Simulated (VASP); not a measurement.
# SiO2 (Cristobalite) (P4_12_12) in VASP: single point with r2SCAN

Aim: the single point of SiO2 (Cristobalite) with r2SCAN.

All numbers are computed with VASP 6.6.1; they aren't measurements. Logs are shortened: lines on timing, memory, paths and dates and some standing lists are left out, and cuts for length are marked.

### Step 1. The cell of the first run

The structure is tetragonal, space group P4_12_12 (No. 92). The conventional cell has a = 4.982 Å, b = 4.982 Å, c = 6.963 Å, α = 90.00°, β = 90.00°, γ = 90.00°. Within 2.1 Å of Si (site symmetry 2) lie 4 O at 1.61 Å. Within 2.1 Å of O (site symmetry 1) lie 2 Si at 1.61 Å.

### Step 2. Single point, r2SCAN

Input file POSCAR:

```
SiO2
1.0
    4.9820000000      0.0000000000      0.0000000000
    0.0000000000      4.9820000000      0.0000000000
    0.0000000000      0.0000000000      6.9630000000
Si O
4 8
Direct
    0.3010474337      0.3010474337      0.0000000000
    0.1989525663      0.8010474337      0.2500000000
    0.6989525663      0.6989525663      0.5000000000
    0.8010474337      0.1989525663      0.7500000000
    0.2387265847      0.1068208659      0.1799538754
    0.3931791341      0.7387265847      0.4299538754
    0.7612734153      0.8931791341      0.6799538754
    0.6068208659      0.2612734153      0.9299538754
    0.7387265847      0.3931791341      0.5700461246
    0.8931791341      0.7612734153      0.3200461246
    0.2612734153      0.6068208659      0.0700461246
    0.1068208659      0.2387265847      0.8200461246
```

Input file INCAR.step1:

```
SYSTEM = SiO2
ALGO = Normal ; EDIFF = 1E-4
ENCUT = 520 ; GGA = PE
ISMEAR = -1 ; LASPH = .TRUE.
LCHARG = .FALSE. ; LREAL = .FALSE.
LWAVE = .TRUE. ; NBANDS = 44
NELM = 60 ; PREC = Accurate
SIGMA = 0.01
```

Input file INCAR.step2:

```
SYSTEM = SiO2
ALGO = Normal ; EDIFF = 1E-6
ENCUT = 520 ; ISIF = 2
ISMEAR = -1 ; ISTART = 1
LASPH = .TRUE. ; LCHARG = .FALSE.
LMIXTAU = .TRUE. ; LREAL = .FALSE.
LWAVE = .FALSE. ; METAGGA = R2SCAN
NBANDS = 44 ; NELM = 60
PREC = Accurate ; SIGMA = 0.01
```

Input file KPOINTS:

```
k-points
0
G
  6 6 4
  0 0 0
```

Potentials or basis: VASP PAW PBE potentials, release 64 (Si, O).

Started as:

```
> cat potpaw_PBE.64/Si/POTCAR potpaw_PBE.64/O/POTCAR > POTCAR
> cp INCAR.step1 INCAR
> mpirun -np 1 vasp_std > vasp.out
> cp INCAR.step2 INCAR
> mpirun -np 1 vasp_std > vasp.out
```

OUTCAR:

```text
SYSTEM = SiO2
   EDIFF = 1E-6
   ENCUT = 520
   ISIF = 2
   ISMEAR = -1
   ISTART = 1
   LASPH = .TRUE.
   LREAL = .FALSE.
   METAGGA = R2SCAN
   NELM = 60
   PREC = Accurate

 ion  position               nearest neighbor table
   1  0.301  0.301  0.000-   8 1.61  11 1.61   5 1.61  12 1.61   2 3.08   4 3.08   2 3.08   4 3.08

   2  0.199  0.801  0.250-   5 1.61  10 1.61   6 1.61  11 1.61   1 3.08   3 3.08   1 3.08   3 3.08

   3  0.699  0.699  0.500-   6 1.61   9 1.61   7 1.61  10 1.61   2 3.08   4 3.08   4 3.08   2 3.08

   4  0.801  0.199  0.750-   7 1.61  12 1.61   9 1.61   8 1.61   1 3.08   3 3.08   3 3.08   1 3.08

   5  0.239  0.107  0.180-   2 1.61   1 1.61
   6  0.393  0.739  0.430-   3 1.61   2 1.61
   7  0.761  0.893  0.680-   4 1.61   3 1.61
   8  0.607  0.261  0.930-   1 1.61   4 1.61
   9  0.739  0.393  0.570-   3 1.61   4 1.61
  10  0.893  0.761  0.320-   2 1.61   3 1.61
  11  0.261  0.607  0.070-   1 1.61   2 1.61
  12  0.107  0.239  0.820-   4 1.61   1 1.61

  LATTYP: Found a simple tetragonal cell.
 ALAT       =     4.9820000000
 C/A-ratio  =     1.3976314733

  Lattice vectors:

 A1 = (   4.9820000000,   0.0000000000,   0.0000000000)
 A2 = (   0.0000000000,   4.9820000000,   0.0000000000)
 A3 = (   0.0000000000,   0.0000000000,   6.9630000000)

Analysis of symmetry for initial positions (statically):
=====================================================================
 Subroutine PRICEL returns:
 Original cell was already a primitive cell.

 Routine SETGRP: Setting up the symmetry group for a
 simple tetragonal supercell.

 Subroutine GETGRP returns: Found  8 space group operations
 (whereof  2 operations were pure point group operations)
 out of a pool of 16 trial point group operations.

The static configuration has the point symmetry C_2 .
 The point group associated with its full space group is D_4 .

Analysis of symmetry for dynamics (positions and initial velocities):
=====================================================================
[... 120 lines left out ...]
   NGXF,Y,Z  is equivalent  to a cutoff of  26.70, 26.70, 25.79 a.u.
 SYSTEM =  SiO2
   PREC   = accura    normal or accurate (medium, high low for compatibility)
   ISTART =      1    job   : 0-new  1-cont  2-samecut
   ICHARG =      0    charge: 1-file 2-atom 10-const
   ISPIN  =      1    spin polarized calculation?
   LNONCOLLINEAR =      F non collinear calculations
   LSORBIT =      F    spin-orbit coupling
   LASPH  =      T    aspherical Exc in radial PAW
   ENCUT  =  520.0 eV  38.22 Ry    6.18 a.u.   9.26  9.26 12.95*2*pi/ulx,y,z
   NELM   =     60;   NELMIN=  2; NELMDL=  0     # of ELM steps
   EDIFF  = 0.1E-05   stopping-criterion for ELM
   LREAL  =      F    real-space projection
[... 7 lines left out ...]
   TEBEG  =    0.0;   TEEND  =   0.0 temperature during run
   PSTRESS=    0.0 pullay stress
   NELECT =      64.0000    total number of electrons
   NUPDOWN=      -1.0000    fix difference up-down
   EMIN   =  10.00;   EMAX   =-10.00  energy-range for DOS
   EFERMI =   0.00;   METHOD = LEGACY
   ISMEAR =    -1;   SIGMA  =   0.01  broadening in eV -4-tet -1-fermi 0-gaus
   EFERMI_NEDOS =   21; number of points for ismear=-14 and -15
   IALGO  =     38    algorithm
   IMIX   =      4    mixing-type and parameters
     AMIX     =   0.40;   BMIX     =  1.00
     AMIX_MAG =   1.60;   BMIX_MAG =  1.00
  volume/ion in A,a.u.               =      14.40        97.19
  Fermi-wavevector in a.u.,A,eV,Ry     =   1.175620  2.221599 18.804365  1.382082
  Thomas-Fermi vector in A             =   2.311997
   LORBIT       =      0    0 simple, 1 ext, 2 COOP (PROOUT), +10 PAW based schemes
   METAGGA = R2SCAN    functional components
   LHFCALC =     F    Hartree Fock is set to
   AEXX    =    0.0000 exact exchange contribution
   IVDW    =     0    specifies the selected vdW correction
   LEPSILON=     F    determine dielectric tensor
   LRPA    =     F    only Hartree local field effects (RPA)
 non-spin polarized calculation
  energy-cutoff  :      520.00
  volume of cell :      172.82
 maximum number of plane-waves:      4690
 NGX is ok and might be reduce to    40
   NGX = 19   NGY = 19   NGZ = 25

 number of electron      63.9999975 magnetization

 Free energy of the ion-electron system (eV)
  ---------------------------------------------------
  ext. energy  EPLUGINS =         0.00000000
  ---------------------------------------------------
  free energy    TOTEN  =      -119.16558120 eV

  energy without entropy =     -119.16558120  energy(sigma->0) =     -119.16558120

 E-fermi :  -0.1162     XC(G=0):  -8.8392

 val. band max:       -0.3644019520   @ k =   0.0000   0.0000   0.0000
 cond. band min:       5.9737831911   @ k =   0.0000   0.0000   0.0000
 fundamental gap:      6.3381851431
 Fermi energy:        -0.1161833282

 k-point     1 :       0.0000    0.0000    0.0000
  band No.  band energies     occupation
      1     -20.8052      2.00000
      2     -19.9108      2.00000
      3     -19.9108      2.00000
      4     -18.7831      2.00000
      5     -18.7255      2.00000
      6     -18.7213      2.00000
[... 1117 lines left out ...]
     43      12.0484      0.00000
     44      12.0484      0.00000

 [... further k-points ...]
[... 5 lines left out ...]
  --------------------------------------------------------------------------------------
  -------------------------------------------------------------------------------------
  Total        0.3496324      0.3496324     -0.2062068      0.0000000      0.0000000      0.0000000
  in kB        3.2412938      3.2412938     -1.9116557      0.0000000      0.0000000      0.0000000
  external PRESSURE =       1.5236439 kB  Pullay stress =       0.0000000 kB

 VOLUME and BASIS-vectors are now :
 -----------------------------------------------------------------------------
  energy-cutoff  :      520.00
  volume of cell :      172.82
      direct lattice vectors                 reciprocal lattice vectors
     4.982000000  0.000000000  0.000000000     0.200722601  0.000000000  0.000000000
     0.000000000  4.982000000  0.000000000     0.000000000  0.200722601  0.000000000
     0.000000000  0.000000000  6.963000000     0.000000000  0.000000000  0.143616257

 POSITION                                       TOTAL-FORCE (eV/Angst)
 -----------------------------------------------------------------------------------
      1.49982      1.49982      0.00000         0.007945      0.007945      0.000000
      0.99118      3.99082      1.74075        -0.007945      0.007945      0.000000
      3.48218      3.48218      3.48150        -0.007945     -0.007945      0.000000
      3.99082      0.99118      5.22225         0.007945     -0.007945      0.000000
      1.18934      0.53218      1.25302         0.005025      0.020922     -0.020408
      1.95882      3.68034      2.99377        -0.020922      0.005025     -0.020408
      3.79266      4.44982      4.73452        -0.005025     -0.020922     -0.020408
      3.02318      1.30166      6.47527         0.020922     -0.005025     -0.020408
      3.68034      1.95882      3.96923         0.005025     -0.020922      0.020408
      4.44982      3.79266      2.22848        -0.020922     -0.005025      0.020408
      1.30166      3.02318      0.48773        -0.005025      0.020922      0.020408
      0.53218      1.18934      5.70998         0.020922      0.005025      0.020408
 -----------------------------------------------------------------------------------
    total drift:                                0.000000     -0.000000      0.000000

  FREE ENERGIE OF THE ION-ELECTRON SYSTEM (eV)
  ---------------------------------------------------
  free  energy   TOTEN  =      -119.1655812022 eV

  energy  without entropy=     -119.1655812022  energy(sigma->0) =     -119.16558120
```

OSZICAR.step1:

```text
N       E                     dE             d eps       ncg     rms          rms(c)
DAV:   1     0.407627932277E+03    0.40763E+03   -0.33089E+04  2640   0.133E+03
DAV:   2    -0.761848965953E+02   -0.48381E+03   -0.46930E+03  3364   0.312E+02
DAV:   3    -0.107442851011E+03   -0.31258E+02   -0.31112E+02  3240   0.845E+01
DAV:   4    -0.107854790456E+03   -0.41194E+00   -0.41118E+00  3288   0.107E+01
DAV:   5    -0.107862204950E+03   -0.74145E-02   -0.74099E-02  3200   0.140E+00    0.296E+01
DAV:   6    -0.948381671627E+02    0.13024E+02   -0.49707E+01  3076   0.325E+01    0.140E+01
DAV:   7    -0.948507544889E+02   -0.12587E-01   -0.14844E+00  3164   0.506E+00    0.509E+00
DAV:   8    -0.948409233179E+02    0.98312E-02   -0.76292E-02  3212   0.170E+00    0.199E+00
DAV:   9    -0.948531907256E+02   -0.12267E-01   -0.41642E-02  2952   0.120E+00    0.363E-01
DAV:  10    -0.948556943872E+02   -0.25037E-02   -0.42414E-03  2924   0.312E-01    0.114E-01
DAV:  11    -0.948556715924E+02    0.22795E-04   -0.10479E-03  3208   0.169E-01    0.163E-02
DAV:  12    -0.948556832517E+02   -0.11659E-04   -0.25714E-05  1952   0.274E-02
   1 F= -.94855683E+02 E0= -.94855683E+02  d E =-.106740E-14
```

It took 7.1 min on 1 thread of Intel Xeon 6975P-C (Granite Rapids), shared host; peak memory 0.39 GiB.

Results:

```yaml
Free_energy: -119.1656 eV
Pressure: 0.2 GPa
Largest_force: 0.030 eV/Å
Band_gap_on_the_k_mesh: 6.34 eV, direct
```

Forces on the atoms (eV/Å):
```
Si   0.008  0.008  0.000
Si  -0.008  0.008  0.000
Si  -0.008 -0.008  0.000
Si   0.008 -0.008  0.000
O    0.005  0.021 -0.020
O   -0.021  0.005 -0.020
O   -0.005 -0.021 -0.020
O    0.021 -0.005 -0.020
O    0.005 -0.021  0.020
O   -0.021 -0.005  0.020
O   -0.005  0.021  0.020
O    0.021  0.005  0.020
```

Caveat: the PAW data sets were made with another functional, which shifts forces and pressure a little.
